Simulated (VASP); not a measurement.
# Ta3Cu (I4/mmm) in VASP: further runs

Aim: see how the results for Ta3Cu move with the level of theory and the settings. Levels: LDA, PBE. Tasks: single point.

Program: VASP 6.6.1. These are calculated values, not measurements. Logs are shortened: lines on timing, memory, paths and dates and some standing lists are left out, and cuts for length are marked.

### 1 The cell of the first run

It takes space group I4/mmm (No. 139, tetragonal). Conventional cell: a = 3.959 Å, b = 3.959 Å, c = 8.303 Å, α = 90.00°, β = 90.00°, γ = 90.00°. Within 3.7 Å of Ta (site symmetry 4/mmm) lie 4 Cu at 2.80 Å and 8 Ta at 2.87 Å. Ta (site symmetry -4m2) has 8 Ta at 2.80 to 2.87 Å and 4 Cu at 2.87 Å within 3.7 Å. Cu (site symmetry 4/mmm) has 12 Ta at 2.80 to 2.87 Å within 3.7 Å.

### 2 Single point, LDA

The input, INCAR:

```
SYSTEM = Ta3Cu
PREC = Accurate ; ENCUT = 520
EDIFF = 1E-6 ; ISMEAR = -1
SIGMA = 0.05 ; LREAL = .FALSE.
LASPH = .TRUE. ; NELM = 80
ALGO = Fast ; ISIF = 2
LWAVE = .FALSE. ; LCHARG = .FALSE.
NBANDS = 30
```

The input, KPOINTS:

```
regular mesh
0
G
  9 9 9
  0 0 0
```

The input, POSCAR:

```
Ta3Cu
1.0
   -1.9793887163      1.9793887163      4.1512958659
    1.9793887163     -1.9793887163      4.1512958659
    1.9793887163      1.9793887163     -4.1512958659
Ta Cu
3 1
Direct
    0.5000000000      0.5000000000      0.0000000000
    0.2500000000      0.7500000000      0.5000000000
    0.7500000000      0.2500000000      0.5000000000
    0.0000000000      0.0000000000      0.0000000000
```

Potentials or basis: VASP PAW LDA potentials, release 64 (Ta_pv, Cu).

Command:

```sh
$ cat potpaw_LDA.64/Ta_pv/POTCAR potpaw_LDA.64/Cu/POTCAR > POTCAR
$ mpirun -np 1 vasp_std > vasp.out
```

OUTCAR:

```text
SYSTEM = Ta3Cu
   PREC = Accurate
   ENCUT = 520
   EDIFF = 1E-6
   ISMEAR = -1
   LREAL = .FALSE.
   LASPH = .TRUE.
   NELM = 80
   ISIF = 2

 ion  position               nearest neighbor table
   1  0.500  0.500  0.000-   4 2.80   4 2.80   4 2.80   4 2.80   3 2.87   2 2.87   3 2.87   3 2.87
                             2 2.87   2 2.87   3 2.87   2 2.87
   2  0.250  0.750  0.500-   3 2.80   3 2.80   3 2.80   3 2.80   4 2.87   1 2.87   4 2.87   1 2.87
                             4 2.87   4 2.87   1 2.87   1 2.87
   3  0.750  0.250  0.500-   2 2.80   2 2.80   2 2.80   2 2.80   4 2.87   1 2.87   4 2.87   4 2.87
                             1 2.87   1 2.87   4 2.87   1 2.87
   4  0.000  0.000  0.000-   1 2.80   1 2.80   1 2.80   1 2.80   3 2.87   2 2.87   3 2.87   2 2.87
                             3 2.87   3 2.87   2 2.87   2 2.87

  LATTYP: Found a body centered tetragonal cell.
 ALAT       =     3.9587774326
 C/A-ratio  =     2.0972615594

  Lattice vectors:

 A1 = (  -1.9793887163,   1.9793887163,   4.1512958659)
 A2 = (   1.9793887163,  -1.9793887163,   4.1512958659)
 A3 = (   1.9793887163,   1.9793887163,  -4.1512958659)

Analysis of symmetry for initial positions (statically):
=====================================================================
 Subroutine PRICEL returns:
 Original cell was already a primitive cell.

 Routine SETGRP: Setting up the symmetry group for a
 body centered tetragonal supercell.

 Subroutine GETGRP returns: Found 16 space group operations
 (whereof 16 operations were pure point group operations)
 out of a pool of 16 trial point group operations.

The static configuration has the point symmetry D_4h.

Analysis of symmetry for dynamics (positions and initial velocities):
=====================================================================
 Subroutine PRICEL returns:
 Original cell was already a primitive cell.

 Routine SETGRP: Setting up the symmetry group for a
 body centered tetragonal supercell.

 Subroutine GETGRP returns: Found 16 space group operations
 (whereof 16 operations were pure point group operations)
 out of a pool of 16 trial point group operations.

The dynamic configuration has the point symmetry D_4h.

 Subroutine INISYM returns: Found 16 space group operations
 (whereof 16 operations are pure point group operations),
 and found     1 'primitive' translations
[... 96 lines left out ...]
   LASPH  =      T    aspherical Exc in radial PAW
   ENCUT  =  520.0 eV  38.22 Ry    6.18 a.u.   9.31  9.31  9.31*2*pi/ulx,y,z
   NELM   =     80;   NELMIN=  2; NELMDL= -5     # of ELM steps
   EDIFF  = 0.1E-05   stopping-criterion for ELM
   LREAL  =      F    real-space projection
   EDIFFG = 0.1E-04   stopping-criterion for IOM
   NSW    =      0    number of steps for IOM
   IBRION =     -1    ionic relax: 0-MD 1-quasi-New 2-CG
   NFREE  =      0    steps in history (QN), initial steepest desc. (CG)
   ISIF   =      2    stress and relaxation
   ISYM   =      2    0-nonsym 1-usesym 2-fastsym
   POTIM  = 0.5000    time-step for ionic-motion
   TEBEG  =    0.0;   TEEND  =   0.0 temperature during run
   PSTRESS=    0.0 pullay stress
   NELECT =      44.0000    total number of electrons
   NUPDOWN=      -1.0000    fix difference up-down
   EMIN   =  10.00;   EMAX   =-10.00  energy-range for DOS
   EFERMI =   0.00;   METHOD = LEGACY
   ISMEAR =    -1;   SIGMA  =   0.05  broadening in eV -4-tet -1-fermi 0-gaus
   EFERMI_NEDOS =   21; number of points for ismear=-14 and -15
   IALGO  =     68    algorithm
   IMIX   =      4    mixing-type and parameters
     AMIX     =   0.40;   BMIX     =  1.00
     AMIX_MAG =   1.60;   BMIX_MAG =  1.00
  volume/ion in A,a.u.               =      16.26       109.76
  Fermi-wavevector in a.u.,A,eV,Ry     =   1.437001  2.715538 28.095652  2.064972
  Thomas-Fermi vector in A             =   2.556127
   LORBIT       =      0    0 simple, 1 ext, 2 COOP (PROOUT), +10 PAW based schemes
   GGA     = CA    functional components
   LHFCALC =     F    Hartree Fock is set to
   AEXX    =    0.0000 exact exchange contribution
   IVDW    =     0    specifies the selected vdW correction
   LEPSILON=     F    determine dielectric tensor
   LRPA    =     F    only Hartree local field effects (RPA)
 non-spin polarized calculation
 RMM-DIIS sequential band-by-band and
  energy-cutoff  :      520.00
  volume of cell :       65.06
 maximum number of plane-waves:      1780
 NGX is ok and might be reduce to    40
   NGX = 19   NGY = 19   NGZ = 19

 number of electron      44.0000008 magnetization

 Free energy of the ion-electron system (eV)
  ---------------------------------------------------
  ext. energy  EPLUGINS =         0.00000000
  ---------------------------------------------------
  free energy    TOTEN  =       -42.47627200 eV

  energy without entropy =      -42.44077873  energy(sigma->0) =      -42.45852536

 E-fermi :   6.2592     XC(G=0): -12.9077

 val. band max:        6.2556695193   @ k =  -0.3333  -0.3333   0.2222
 cond. band min:       6.2646084614   @ k =  -0.2222   0.4444   0.2222
 fundamental gap:      0.0089389421
 Fermi energy:         6.2592362462

 k-point     1 :       0.0000    0.0000    0.0000
  band No.  band energies     occupation
      1     -28.1926      2.00000
      2     -28.0256      2.00000
      3     -28.0256      2.00000
      4     -27.7510      2.00000
      5     -27.7510      2.00000
      6     -27.5834      2.00000
[... 781 lines left out ...]
     29      10.3700      0.00000
     30      10.4751      0.00000

 [... further k-points ...]

------------------------ aborting loop because EDIFF is reached ----------------------------------------

  FORCE on cell =-STRESS in cart. coord.  units (eV):
  Direction    XX          YY          ZZ          XY          YZ          ZX
  --------------------------------------------------------------------------------------
  -------------------------------------------------------------------------------------
  Total       -1.2450499     -1.2450499     -1.7194838      0.0000000      0.0000000      0.0000000
  in kB      -30.6613650    -30.6613650    -42.3450648      0.0000000      0.0000000      0.0000000
  external PRESSURE =     -34.5559316 kB  Pullay stress =       0.0000000 kB

 VOLUME and BASIS-vectors are now :
 -----------------------------------------------------------------------------
  energy-cutoff  :      520.00
  volume of cell :       65.06
      direct lattice vectors                 reciprocal lattice vectors
    -1.979388716  1.979388716  4.151295866     0.000000000  0.252603239  0.120444318
     1.979388716 -1.979388716  4.151295866     0.252603239  0.000000000  0.120444318
     1.979388716  1.979388716 -4.151295866     0.252603239  0.252603239  0.000000000

 POSITION                                       TOTAL-FORCE (eV/Angst)
 -----------------------------------------------------------------------------------
      0.00000      0.00000      4.15130        -0.000000      0.000000     -0.000000
      1.97939      0.00000      2.07565        -0.000000     -0.000000      0.000000
      0.00000      1.97939      2.07565         0.000000      0.000000     -0.000000
      0.00000      0.00000      0.00000        -0.000000      0.000000     -0.000000
 -----------------------------------------------------------------------------------
    total drift:                               -0.000000     -0.000000      0.000000

  FREE ENERGIE OF THE ION-ELECTRON SYSTEM (eV)
  ---------------------------------------------------
  free  energy   TOTEN  =       -42.4762719956 eV

  energy  without entropy=      -42.4407787293  energy(sigma->0) =      -42.45852536
```

OSZICAR:

```text
N       E                     dE             d eps       ncg     rms          rms(c)
DAV:   1     0.404235496797E+03    0.40424E+03   -0.23356E+04  4692   0.180E+03
DAV:   2    -0.219205969622E+02   -0.42616E+03   -0.41368E+03  4680   0.465E+02
DAV:   3    -0.457135719508E+02   -0.23793E+02   -0.22056E+02  5738   0.105E+02
[... 12 lines left out ...]
RMM:  16    -0.424762619925E+02   -0.14532E-03   -0.15230E-03  6185   0.166E-01    0.572E-02
RMM:  17    -0.424763573073E+02   -0.95315E-04   -0.29604E-04  5609   0.104E-01    0.811E-02
RMM:  18    -0.424762683989E+02    0.88908E-04   -0.17027E-04  5001   0.129E-01    0.188E-02
RMM:  19    -0.424762705200E+02   -0.21211E-05   -0.67946E-05  5719   0.332E-02    0.653E-03
RMM:  20    -0.424762714581E+02   -0.93817E-06   -0.14099E-05  5369   0.172E-02    0.226E-03
RMM:  21    -0.424762719956E+02   -0.53750E-06   -0.33318E-06  4405   0.104E-02
   1 F= -.42476272E+02 E0= -.42458525E+02  d E =-.354933E-01
```

stdout:

```text
POSCAR found type information on POSCAR TaCu
 POSCAR found :  2 types and       4 ions
 scaLAPACK will be used
 LDA part: xc-table for (Slater(with rela. corr.)+CA(PZ))
 , standard interpolation
 POSCAR, INCAR and KPOINTS ok, starting setup
 FFT: planning ... GRIDC
 FFT: planning ... GRID_SOFT
 FFT: planning ... GRID
 WAVECAR not read
 entering main loop
```

Wall time 11 min (1 thread of Intel Xeon 8259CL, shared host); peak memory 0.28 GiB.

What came out:

```yaml
Free_energy: -42.4763 eV
Pressure: -3.5 GPa
Band_gap_on_the_k_mesh: zero (bands 22 and 23 overlap by 1.45 eV)
```

Caveat: the cell stands under tension; spin-orbit coupling is left out, which moves the levels of the heavy elements.

### 3 Single point, PBE

The input, INCAR:

```
  PREC = Accurate
  ENCUT = 520
  EDIFF = 1E-6
  ISMEAR = -1
  SIGMA = 0.05
  LREAL = F
  LASPH = T
  NELM = 80
  ALGO = Fast
  ISIF = 2
  LWAVE = F
  LCHARG = T
  GGA = PE
  LELF = T
  LVHAR = T
  NBANDS = 30
```

The input, KPOINTS:

```
Automatic mesh
0
Gamma
  9 9 9
```

POSCAR is that of step 2.

Potentials or basis: VASP PAW PBE potentials, release 64 (Ta_pv, Cu).

Command:

```sh
$ cat potpaw_PBE.64/Ta_pv/POTCAR potpaw_PBE.64/Cu/POTCAR > POTCAR
$ mpirun -np 1 vasp_std > vasp.out
```

Wall time 13 min (1 thread of Intel Xeon 8259CL, shared host); peak memory 0.33 GiB.

The run converged. Its results:

```
Free energy            : -38.4416 eV
Pressure               : 8.8 GPa
Band gap on the k mesh : zero (bands 22 and 23 overlap by 1.42 eV)
```

Stress tensor (GPa, compression positive):
```
9.12 0.00 0.00
0.00 9.12 0.00
0.00 0.00 8.24
```

Levels at points of the mesh, in eV from the Fermi level:
| k point | band 19 | band 20 | band 21 | band 22 | band 23 | band 24 | band 25 | band 26 |
| --- | --- | --- | --- | --- | --- | --- | --- | --- |
| (0.00, 0.00, 0.00) | -1.74 | -1.74 | -0.19 | -0.19 | 0.06 | 2.15 | 2.35 | 2.56 |

Caveat: the cell stands under pressure; spin-orbit coupling is left out, which moves the levels of the heavy elements.

### 4 Single point, LDA

This run uses another cell than the first one, of 16.60 Å³/atom.

The input, INCAR:

```
SYSTEM = Ta3Cu
PREC = Accurate
ENCUT = 520
EDIFF = 1E-6
ISMEAR = -1
SIGMA = 0.05
LREAL = .False.
LASPH = .True.
NELM = 60
ALGO = Fast
ISIF = 2
LWAVE = .False.
LCHARG = .True.
LELF = .True.
LVHAR = .True.
NBANDS = 30
```

The input, KPOINTS:

```
regular mesh
0
Gamma
  9 9 9
  0 0 0
```

The input, POSCAR:

```
Ta3Cu
1.0
   -1.9930401043      1.9930401043      4.1799263973
    1.9930401043     -1.9930401043      4.1799263973
    1.9930401043      1.9930401043     -4.1799263973
Ta Cu
3 1
Direct
    0.5000000000      0.5000000000      0.0000000000
    0.2500000000      0.7500000000      0.5000000000
    0.7500000000      0.2500000000      0.5000000000
    0.0000000000      0.0000000000      0.0000000000
```

Potentials or basis: VASP PAW LDA potentials, release 64 (Ta_pv, Cu).

Command:

```sh
$ cat potpaw_LDA.64/Ta_pv/POTCAR potpaw_LDA.64/Cu/POTCAR > POTCAR
$ mpirun -np 1 vasp_std > vasp.out
```

Run time: 11 min. Hardware: 1 thread of Intel Xeon 8259CL, shared host; peak memory 0.29 GiB.

It converged, with:

* Free energy: -42.4324 eV
* Pressure: -7.3 GPa
* Band gap on the k mesh: zero (bands 22 and 23 overlap by 1.39 eV)

Stress tensor (GPa, compression positive):
```
-6.98  0.00  0.00
 0.00 -6.98  0.00
 0.00  0.00 -7.90
```

Levels at points of the mesh, in eV from the Fermi level:
```tsv
k point	band 19	band 20	band 21	band 22	band 23	band 24	band 25	band 26
(0.00, 0.00, 0.00)	-1.68	-1.68	-0.19	-0.19	0.05	2.17	2.25	2.45
```

Caveat: the cell stands under tension; spin-orbit coupling is left out, which moves the levels of the heavy elements.

### 5 Single point, PBE

This run uses another cell than the first one, of 16.60 Å³/atom.

The input, INCAR:

```
PREC = Accurate ; ENCUT = 520
EDIFF = 1E-6 ; ISMEAR = -1
SIGMA = 0.05 ; LREAL = F
LASPH = T ; NELM = 60
ALGO = Fast ; ISIF = 2
LWAVE = F ; LCHARG = T
GGA = PE ; LELF = T
LVHAR = T ; NBANDS = 30
```

The input, KPOINTS:

```
Automatic mesh
0
Gamma
  9 9 9
```

POSCAR is that of step 4.

Potentials or basis: VASP PAW PBE potentials, release 64 (Ta_pv, Cu).

Command:

```sh
$ cat potpaw_PBE.64/Ta_pv/POTCAR potpaw_PBE.64/Cu/POTCAR > POTCAR
$ mpirun -np 1 vasp_std > vasp.out
```

OUTCAR:

```text
PREC = Accurate
   ENCUT = 520
   EDIFF = 1E-6
   ISMEAR = -1
   LREAL = F
   LASPH = T
   NELM = 60
   ISIF = 2
   GGA = PE

 ion  position               nearest neighbor table
   1  0.500  0.500  0.000-   4 2.82   4 2.82   4 2.82   4 2.82   3 2.89   2 2.89   3 2.89   3 2.89
                             2 2.89   2 2.89   3 2.89   2 2.89
   2  0.250  0.750  0.500-   3 2.82   3 2.82   3 2.82   3 2.82   4 2.89   1 2.89   4 2.89   1 2.89
                             4 2.89   4 2.89   1 2.89   1 2.89
   3  0.750  0.250  0.500-   2 2.82   2 2.82   2 2.82   2 2.82   4 2.89   1 2.89   4 2.89   4 2.89
                             1 2.89   1 2.89   4 2.89   1 2.89
   4  0.000  0.000  0.000-   1 2.82   1 2.82   1 2.82   1 2.82   3 2.89   2 2.89   3 2.89   2 2.89
                             3 2.89   3 2.89   2 2.89   2 2.89

  LATTYP: Found a body centered tetragonal cell.
 ALAT       =     3.9860802086
 C/A-ratio  =     2.0972615595

  Lattice vectors:

 A1 = (  -1.9930401043,   1.9930401043,   4.1799263973)
 A2 = (   1.9930401043,  -1.9930401043,   4.1799263973)
 A3 = (   1.9930401043,   1.9930401043,  -4.1799263973)

Analysis of symmetry for initial positions (statically):
=====================================================================
 Subroutine PRICEL returns:
 Original cell was already a primitive cell.

 Routine SETGRP: Setting up the symmetry group for a
 body centered tetragonal supercell.

 Subroutine GETGRP returns: Found 16 space group operations
 (whereof 16 operations were pure point group operations)
 out of a pool of 16 trial point group operations.

The static configuration has the point symmetry D_4h.

Analysis of symmetry for dynamics (positions and initial velocities):
=====================================================================
 Subroutine PRICEL returns:
 Original cell was already a primitive cell.

 Routine SETGRP: Setting up the symmetry group for a
 body centered tetragonal supercell.

 Subroutine GETGRP returns: Found 16 space group operations
[... 128 lines left out ...]
  volume/ion in A,a.u.               =      16.60       112.05
  Fermi-wavevector in a.u.,A,eV,Ry     =   1.427158  2.696938 27.712086  2.036781
  Thomas-Fermi vector in A             =   2.547358
   LORBIT       =      0    0 simple, 1 ext, 2 COOP (PROOUT), +10 PAW based schemes
   GGA     = PE    functional components
   LHFCALC =     F    Hartree Fock is set to
   AEXX    =    0.0000 exact exchange contribution
   IVDW    =     0    specifies the selected vdW correction
   LEPSILON=     F    determine dielectric tensor
   LRPA    =     F    only Hartree local field effects (RPA)
 non-spin polarized calculation
 RMM-DIIS sequential band-by-band and
  energy-cutoff  :      520.00
  volume of cell :       66.41
 maximum number of plane-waves:      1823
 NGX is ok and might be reduce to    40
   NGX = 19   NGY = 19   NGZ = 19

 number of electron      44.0000004 magnetization

 Free energy of the ion-electron system (eV)
  ---------------------------------------------------
  ext. energy  EPLUGINS =         0.00000000
  ---------------------------------------------------
  free energy    TOTEN  =       -38.49875421 eV

  energy without entropy =      -38.46476344  energy(sigma->0) =      -38.48175882

 E-fermi :   6.1813     XC(G=0): -12.5877

 val. band max:        6.1770037240   @ k =   0.3333   0.3333   0.1111
 cond. band min:       6.2015906413   @ k =   0.2222   0.1111   0.1111
 fundamental gap:      0.0245869173
 Fermi energy:         6.1812553765

 k-point     1 :       0.0000    0.0000    0.0000
  band No.  band energies     occupation
      1     -28.4284      2.00000
      2     -28.2689      2.00000
      3     -28.2689      2.00000
      4     -28.0414      2.00000
      5     -28.0414      2.00000
      6     -27.8799      2.00000
[... 781 lines left out ...]
     29      10.2565      0.00000
     30      10.3154      0.00000

 [... further k-points ...]

------------------------ aborting loop because EDIFF is reached ----------------------------------------

  FORCE on cell =-STRESS in cart. coord.  units (eV):
  Direction    XX          YY          ZZ          XY          YZ          ZX
  --------------------------------------------------------------------------------------
  -------------------------------------------------------------------------------------
  Total        2.1642959      2.1642959      1.8808903      0.0000000      0.0000000      0.0000000
  in kB       52.2115428     52.2115428     45.3746558      0.0000000      0.0000000      0.0000000
  external PRESSURE =      49.9325805 kB  Pullay stress =       0.0000000 kB

 VOLUME and BASIS-vectors are now :
 -----------------------------------------------------------------------------
  energy-cutoff  :      520.00
  volume of cell :       66.41
      direct lattice vectors                 reciprocal lattice vectors
    -1.993040104  1.993040104  4.179926397     0.000000000  0.250873025  0.119619331
     1.993040104 -1.993040104  4.179926397     0.250873025  0.000000000  0.119619331
     1.993040104  1.993040104 -4.179926397     0.250873025  0.250873025  0.000000000

 POSITION                                       TOTAL-FORCE (eV/Angst)
 -----------------------------------------------------------------------------------
      0.00000      0.00000      4.17993         0.000000      0.000000     -0.000000
      1.99304      0.00000      2.08996        -0.000000      0.000000      0.000000
      0.00000      1.99304      2.08996         0.000000     -0.000000     -0.000000
      0.00000      0.00000      0.00000         0.000000      0.000000     -0.000000
 -----------------------------------------------------------------------------------
    total drift:                               -0.000000     -0.000000      0.000000

  FREE ENERGIE OF THE ION-ELECTRON SYSTEM (eV)
  ---------------------------------------------------
  free  energy   TOTEN  =       -38.4987542067 eV

  energy  without entropy=      -38.4647634375  energy(sigma->0) =      -38.48175882
```

stdout:

```text
POSCAR found type information on POSCAR TaCu
 POSCAR found :  2 types and       4 ions
 scaLAPACK will be used
 LDA part: xc-table for (Slater+PW92), standard interpolation
 POSCAR, INCAR and KPOINTS ok, starting setup
 FFT: planning ... GRIDC
 FFT: planning ... GRID_SOFT
 FFT: planning ... GRID
 WAVECAR not read
 entering main loop
```

Run time: 11 min. Hardware: 1 thread of Intel Xeon 8259CL, shared host; peak memory 0.33 GiB.

Results:

```yaml
Free_energy: -38.4988 eV
Pressure: 5.0 GPa
Band_gap_on_the_k_mesh: zero (bands 22 and 23 overlap by 1.37 eV)
```

Stress tensor (GPa, compression positive):
```
5.22 0.00 0.00
0.00 5.22 0.00
0.00 0.00 4.54
```

Caveat: the cell stands under pressure; spin-orbit coupling is left out, which moves the levels of the heavy elements.

### 6 The runs side by side

```tsv
level	potentials or basis	cell	gap on the mesh (eV)	pressure (GPa)
LDA	VASP PAW LDA potentials, release 64 (Ta_pv, Cu)	a = 5.007 Å, angles 133.4, 133.4, 68.0°, 4 atoms	none	-3.5
PBE	VASP PAW PBE potentials, release 64 (Ta_pv, Cu)	a = 5.007 Å, angles 133.4, 133.4, 68.0°, 4 atoms	none	8.8
LDA	VASP PAW LDA potentials, release 64 (Ta_pv, Cu)	a = 5.041 Å, angles 133.4, 133.4, 68.0°, 4 atoms	none	-7.3
PBE	VASP PAW PBE potentials, release 64 (Ta_pv, Cu)	a = 5.041 Å, angles 133.4, 133.4, 68.0°, 4 atoms	none	5.0
```

Alike in all rows: task single point; no spin polarisation; k mesh 9 × 9 × 9; cutoff (eV) 520; smearing fermi-dirac 0.05 eV.

Caveats: spin-orbit coupling is left out, which moves the levels of the heavy elements; the cell stands under tension (at least some runs); the cell stands under pressure (at least some runs).

Absolute energies hang on the potentials; compare differences alone.
